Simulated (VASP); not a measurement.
Here is a VASP 6.6.1 calculation.

INCAR

```
SYSTEM = SnSe
PREC = Accurate
ENCUT = 600
EDIFF = 1E-7
ISMEAR = 0
SIGMA = 0.03
LREAL = .False.
LASPH = .True.
NELM = 80
ALGO = Normal
ISIF = 4
LWAVE = .False.
LCHARG = .False.
GGA = PS
IBRION = 2
NSW = 40
EDIFFG = -0.01
KPAR = 2
```

Contents of KPOINTS:

```
Automatic mesh
0
Gamma
  4 8 8
  0 0 0
```

The input POSCAR:

```
SnSe                                    
1.0
   11.5069626060      0.0000000000      0.0000000000
    0.0000000000      4.1815697538     -0.0000000000
    0.0000000000     -0.0000000000      4.3892542206
  Sn              Se            
     4     4
Direct
     0.1178032792429183    0.2500000000000000    0.0930657259609785
     0.3821967207570816    0.7500000000000000    0.5930657259609787
     0.6178032792429181    0.2500000000000000    0.4069342740390215
     0.8821967207570819    0.7500000000000000    0.9069342740390213
     0.3574195364931457    0.2500000000000000    0.0221923746805660
     0.1425804635068542    0.7500000000000000    0.5221923746805663
     0.8574195364931456    0.2500000000000000    0.4778076253194340
     0.6425804635068544    0.7500000000000000    0.9778076253194337
```

Potentials or basis: VASP PAW PBE potentials, release 64 (Sn_d, Se).

Run with:

```bash
$ cat potpaw_PBE.64/Sn_d/POTCAR potpaw_PBE.64/Se/POTCAR > POTCAR
$ mpirun -np 2 vasp_std > vasp.out
```

Question: Estimate the energy gained by relaxing.

Answer: 0.7 meV/atom.

Question: Predict the band gap on the k mesh.

Answer: 0.54 eV (least direct gap 0.78 eV).

Forces in eV/Å, atoms in the order of the input:
```
Sn  -0.001  0.000  0.005
Sn   0.001  0.000  0.005
Sn  -0.001  0.000 -0.005
Sn   0.001  0.000 -0.005
Se   0.002  0.000  0.005
Se  -0.002  0.000  0.005
Se   0.002  0.000 -0.005
Se  -0.002  0.000 -0.005
```

Caveat: the PAW data sets were made with another functional, which shifts forces and pressure a little; spin-orbit coupling is left out, which moves the levels of the heavy elements. A k mesh can miss the band edges.
